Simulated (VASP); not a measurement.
# C in VASP: relaxation of the atoms with PBE+D3(BJ)

Aim: the relaxation of the atoms of C with PBE+D3(BJ).

All numbers are computed with VASP 6.6.1; they aren't measurements. Logs are shortened: lines on timing, memory, paths and dates and some standing lists are left out, and cuts for length are marked.

### 1 The cell of the first run

The cell holds a slab with vacuum, 8 atoms: a = 2.466 Å, b = 2.465 Å, c = 27.199 Å, α = 90.00°, β = 90.00°, γ = 120.01°.

### 2 Relaxation of the atoms, PBE+D3(BJ)

INCAR reads:

```
ALGO     = Normal         # electronic algorithm
DIPOL    = 0.5 0.5 0.500
EDIFF    = 1E-7           # SCF threshold, eV
EDIFFG   = -0.03          # ionic threshold
ENCUT    = 520            # plane-wave cutoff, eV
GGA      = PE             # functional
IBRION   = 2              # ionic algorithm
IDIPOL   = 3            
ISIF     = 2              # what is computed and relaxed
ISMEAR   = 0              # smearing method
IVDW     = 12             # dispersion correction
LASPH    = T              # aspherical terms in the spheres
LCHARG   = F              # write CHGCAR
LDIPOL   = T            
LREAL    = F              # projectors in reciprocal space
LWAVE    = F              # write WAVECAR
NELM     = 60             # most SCF steps
NSW      = 90             # ionic steps
PREC     = Accurate       # precision mode
SIGMA    = 0.1            # smearing width, eV
```

KPOINTS reads:

```
k-points
0
Gamma
  12 12 1
```

POSCAR reads:

```
C
1.0
    2.4655379958      0.0000000000      0.0000000000
   -1.2327689979      2.1341461202      0.0000000000
    0.0000000000      0.0000000000     27.1985170553
C
8
Selective dynamics
Direct
    0.0833101793      0.1666203587      0.3125170384  F F F
    0.4166898207      0.8333796413      0.3125170384  F F F
    0.5833101793      0.1666203587      0.4375066911  F F F
    0.9166898207      0.8333796413      0.4375066911  F F F
    0.0833101793      0.1666203587      0.5624933089  T T T
    0.4166898207      0.8333796413      0.5624933089  T T T
    0.5833101793      0.1666203587      0.6874829616  T T T
    0.9166898207      0.8333796413      0.6874829616  T T T
```

Potentials or basis: VASP PAW PBE potentials, release 64 (C).

Launch:

```bash
$ cat potpaw_PBE.64/C/POTCAR > POTCAR
$ mpirun -np 1 vasp_std > vasp.out
```

OUTCAR:

```text
EDIFF = 1E-7
   EDIFFG = -0.03
   ENCUT = 520
   GGA = PE
   IBRION = 2
   ISIF = 2
   ISMEAR = 0
   IVDW = 12
   LASPH = T
   LREAL = F
   NELM = 60
   NSW = 90
   PREC = Accurate
 IVDW          = 12

 ion  position               nearest neighbor table
   1  0.083  0.167  0.313-   2 1.42   2 1.42   2 1.42
   2  0.417  0.833  0.313-   1 1.42   1 1.42   1 1.42
   3  0.583  0.167  0.438-   4 1.42   4 1.42   4 1.42
   4  0.917  0.833  0.438-   3 1.42   3 1.42   3 1.42
   5  0.083  0.167  0.562-   6 1.42   6 1.42   6 1.42
   6  0.417  0.833  0.562-   5 1.42   5 1.42   5 1.42
   7  0.583  0.167  0.687-   8 1.42   8 1.42   8 1.42
   8  0.917  0.833  0.687-   7 1.42   7 1.42   7 1.42

  Warning from LATTYP: Monoclinic adjustment (A1->A3, A2->A1, A3->A2)!
  LATTYP: Found a base centered orthorhombic cell.
 ALAT       =     2.4655379958
 B/A-ratio  =     1.7311808813
 C/A-ratio  =    11.0314734965

  Lattice vectors:

 A1 = (   1.2327689979,  -2.1341461202,   0.0000000000)
 A2 = (   1.2327689979,   2.1341461202,   0.0000000000)
 A3 = (   0.0000000000,   0.0000000000,  27.1985170553)

Analysis of symmetry for initial positions (statically):
=====================================================================
 Subroutine PRICEL returns:
 Original cell was already a primitive cell.

 Routine SETGRP: Setting up the symmetry group for a
 base centered orthorhombic supercell.

 Subroutine GETGRP returns: Found  8 space group operations
 (whereof  4 operations were pure point group operations)
 out of a pool of  8 trial point group operations.

The static configuration has the point symmetry C_2h.
 The point group associated with its full space group is D_2h.

Analysis of symmetry for dynamics (positions and initial velocities):
=====================================================================
 Subroutine PRICEL returns:
 Original cell was already a primitive cell.

 Routine SETGRP: Setting up the symmetry group for a
 base centered orthorhombic supercell.

 Subroutine GETGRP returns: Found  8 space group operations
 (whereof  4 operations were pure point group operations)
 out of a pool of  8 trial point group operations.

The dynamic configuration has the point symmetry C_2h.
 The point group associated with its full space group is D_2h.

Analysis of constrained symmetry for selective dynamics:
=====================================================================
 Subroutine PRICEL returns:
 Original cell was already a primitive cell.

[... 136 lines left out ...]
   EFERMI_NEDOS =   21; number of points for ismear=-14 and -15
   IALGO  =     38    algorithm
   IMIX   =      4    mixing-type and parameters
     AMIX     =   0.40;   BMIX     =  1.00
     AMIX_MAG =   1.60;   BMIX_MAG =  1.00
  volume/ion in A,a.u.               =      17.89       120.72
  Fermi-wavevector in a.u.,A,eV,Ry     =   0.993645  1.877716 13.433438  0.987330
  Thomas-Fermi vector in A             =   2.125541
   LORBIT       =      0    0 simple, 1 ext, 2 COOP (PROOUT), +10 PAW based schemes
   GGA     = PE    functional components
   LHFCALC =     F    Hartree Fock is set to
   AEXX    =    0.0000 exact exchange contribution
   IVDW    =    12    specifies the selected vdW correction
   LEPSILON=     F    determine dielectric tensor
   LRPA    =     F    only Hartree local field effects (RPA)
 conjugate gradient relaxation of ions
 non-spin polarized calculation
 Gauss-broadening in eV      SIGMA  =   0.10
  energy-cutoff  :      520.00
  volume of cell :      143.11
 maximum number of plane-waves:      3920
   NGX =  9   NGY =  9   NGZ =101

 dipolmoment           0.000000      0.000000     -0.000000 electrons x Angstroem

 number of electron      31.9999991 magnetization

 dipolmoment           0.000000      0.000000      0.000000 electrons x Angstroem

 Free energy of the ion-electron system (eV)
  ---------------------------------------------------
  ext. energy  EPLUGINS =         0.00000000
  ---------------------------------------------------
  free energy    TOTEN  =       -73.71786287 eV

  energy without entropy =      -73.71668655  energy(sigma->0) =      -73.71727471

 E-fermi :   0.1480     XC(G=0):  -5.4197

 val. band max:        0.0843151476   @ k =   0.3333   0.3333   0.0000
 cond. band min:       0.2135880387   @ k =   0.3333   0.3333   0.0000
 fundamental gap:      0.1292728911
 Fermi energy:         0.1479555516

 k-point     1 :       0.0000    0.0000    0.0000
  band No.  band energies     occupation
      1     -19.4731      2.00000
      2     -19.4093      2.00000
      3     -19.3254      2.00000
      4     -19.2537      2.00000
      5      -8.1654      2.00000
      6      -7.7492      2.00000
[... 565 lines left out ...]
     20       1.7953      0.00000
     21       9.9778      0.00000

 [... further k-points ...]

------------------------ aborting loop because EDIFF is reached ----------------------------------------

 vacuum level on the upper side and lower side of the slab       (xc-potential included)        -0.106        -0.108

 Edisp (eV)   -1.08758

 E8    (eV) :    -0.3160

  FORCE on cell =-STRESS in cart. coord.  units (eV):
  Direction    XX          YY          ZZ          XY          YZ          ZX
  --------------------------------------------------------------------------------------
  -------------------------------------------------------------------------------------
  Total       0.37254     0.38547    -0.05768     0.00000     0.00000     0.00000
  in kB       4.17061     4.31539    -0.64571     0.00000     0.00000     0.00000
  external pressure =        2.61 kB  Pullay stress =        0.00 kB

 VOLUME and BASIS-vectors are now :
 -----------------------------------------------------------------------------
  energy-cutoff  :      520.00
  volume of cell :      143.11
      direct lattice vectors                 reciprocal lattice vectors
     2.465537996  0.000000000  0.000000000     0.405590991  0.234285739  0.000000000
    -1.232768998  2.134146120  0.000000000     0.000000000  0.468571477  0.000000000
     0.000000000  0.000000000 27.198517055     0.000000000  0.000000000  0.036766710

 POSITION                                       TOTAL-FORCE (eV/Angst)
 -----------------------------------------------------------------------------------
     -0.00000      0.35559      8.50000         0.000000      0.001009      0.001336
      0.00000      1.77855      8.50000        -0.000000     -0.001009      0.001336
      1.23277      0.35559     11.89953        -0.000000      0.001073     -0.001785
      1.23277      1.77855     11.89953         0.000000     -0.001073     -0.001785
     -0.00000      0.35559     15.29898         0.000000      0.001077      0.001785
      0.00000      1.77855     15.29898         0.000000     -0.001077      0.001785
      1.23277      0.35559     18.69852         0.000000      0.001008     -0.001336
      1.23277      1.77855     18.69852        -0.000000     -0.001008     -0.001336
 -----------------------------------------------------------------------------------
    total drift:                                0.000000     -0.000000      0.000001

  FREE ENERGIE OF THE ION-ELECTRON SYSTEM (eV)
  ---------------------------------------------------
  free  energy   TOTEN  =       -74.8054472723 eV

  energy  without entropy=      -74.8042709521  energy(sigma->0) =      -74.80485911

 reached required accuracy - stopping structural energy minimisation

 vacuum level on the upper side and lower side of the slab         4.328         4.330
```

CONTCAR:

```text
C
   1.00000000000000
     2.4655379958000001    0.0000000000000000    0.0000000000000000
    -1.2327689979000001    2.1341461202000001    0.0000000000000000
     0.0000000000000000    0.0000000000000000   27.1985170553000017
  C
     8
Selective dynamics
Direct
     0.0833101792999997    0.1666203587000012    0.3125170384000029   F   F   F
     0.4166898207000003    0.8333796412999988    0.3125170384000029   F   F   F
     0.5833101792999997    0.1666203587000012    0.4375066910999976   F   F   F
     0.9166898207000003    0.8333796412999988    0.4375066910999976   F   F   F
     0.0833101792999997    0.1666203587000012    0.5624933089000024   T   T   T
     0.4166898207000003    0.8333796412999988    0.5624933089000024   T   T   T
     0.5833101792999997    0.1666203587000012    0.6874829615999971   T   T   T
     0.9166898207000003    0.8333796412999988    0.6874829615999971   T   T   T

  0.00000000E+00  0.00000000E+00  0.00000000E+00
  0.00000000E+00  0.00000000E+00  0.00000000E+00
  0.00000000E+00  0.00000000E+00  0.00000000E+00
  0.00000000E+00  0.00000000E+00  0.00000000E+00
  0.00000000E+00  0.00000000E+00  0.00000000E+00
  0.00000000E+00  0.00000000E+00  0.00000000E+00
  0.00000000E+00  0.00000000E+00  0.00000000E+00
  0.00000000E+00  0.00000000E+00  0.00000000E+00
```

Wall time 3.9 min (1 thread of Oxide Virtual Turin-like, shared host); peak memory 0.26 GiB.

What came out:

| Quantity | Value |
| --- | --- |
| Free energy | -74.8054 eV |
| Band gap on the k mesh | 0.13 eV, direct |
| Dispersion energy per atom | -0.136 eV |

Final structure:
```yaml
crystal:
  lattice:
    - [2.46554, 0.00000, 0.00000]
    - [-1.23277, 2.13415, 0.00000]
    - [0.00000, 0.00000, 27.19852]
  atoms:
    - { symbol: C, position: [0.08331, 0.16662, 0.31252] }
    - { symbol: C, position: [0.41669, 0.83338, 0.31252] }
    - { symbol: C, position: [0.58331, 0.16662, 0.43751] }
    - { symbol: C, position: [0.91669, 0.83338, 0.43751] }
    - { symbol: C, position: [0.08331, 0.16662, 0.56249] }
    - { symbol: C, position: [0.41669, 0.83338, 0.56249] }
    - { symbol: C, position: [0.58331, 0.16662, 0.68748] }
    - { symbol: C, position: [0.91669, 0.83338, 0.68748] }
```

Caveat: the relaxation stopped at its first step, so nothing moved.
